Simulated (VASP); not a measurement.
Input of a VASP 6.6.1 run:

Contents of INCAR:

```
SYSTEM = BeTl3
PREC = Accurate
ENCUT = 600
EDIFF = 1E-6
ISMEAR = 0
SIGMA = 0.1
LREAL = .False.
LASPH = .True.
NELM = 60
ALGO = Normal
ISIF = 3
LWAVE = .False.
LCHARG = .False.
GGA = PE
IBRION = 2
NSW = 90
EDIFFG = -0.04
```

Contents of KPOINTS:

```
regular mesh
0
Gamma
  4 4 4
  0 0 0
```

Contents of POSCAR:

```
BeTl3
1.0
    4.5258123046      0.0000000000      0.0000000000
    0.0000000000      4.5258123046      0.0000000000
    0.0000000000      0.0000000000      4.5258123046
Be Tl
1 3
Direct
    0.0000000000      0.0000000000      0.0000000000
    0.0000000000      0.5000000000      0.5000000000
    0.5000000000      0.0000000000      0.5000000000
    0.5000000000      0.5000000000      0.0000000000
```

Potentials or basis: VASP PAW PBE potentials, release 64 (Be, Tl_d).

Launch:

```console
$ cat potpaw_PBE.64/Be/POTCAR potpaw_PBE.64/Tl_d/POTCAR > POTCAR
$ mpirun -np 1 vasp_std > vasp.out
```

What does it give for the relaxed cell?

a = 4.707 Å, b = 4.707 Å, c = 4.707 Å, α = 90.00°, β = 90.00°, γ = 90.00°.

Estimate the space group after relaxing (to 0.1 Å).

Pm-3m (No. 221).

What does it give for the band gap on the k mesh?

Zero (an odd number of electrons rules out a gap without spin polarisation).

The path:
```
step  energy change (eV)  largest force (eV/Å)  pressure (GPa)  volume (Å³)
   1              0.0000                0.0000            5.74        92.70
   2             -0.1903                0.0000            0.14       104.29
```

Caveat: spin-orbit coupling is left out, which moves the levels of the heavy elements.
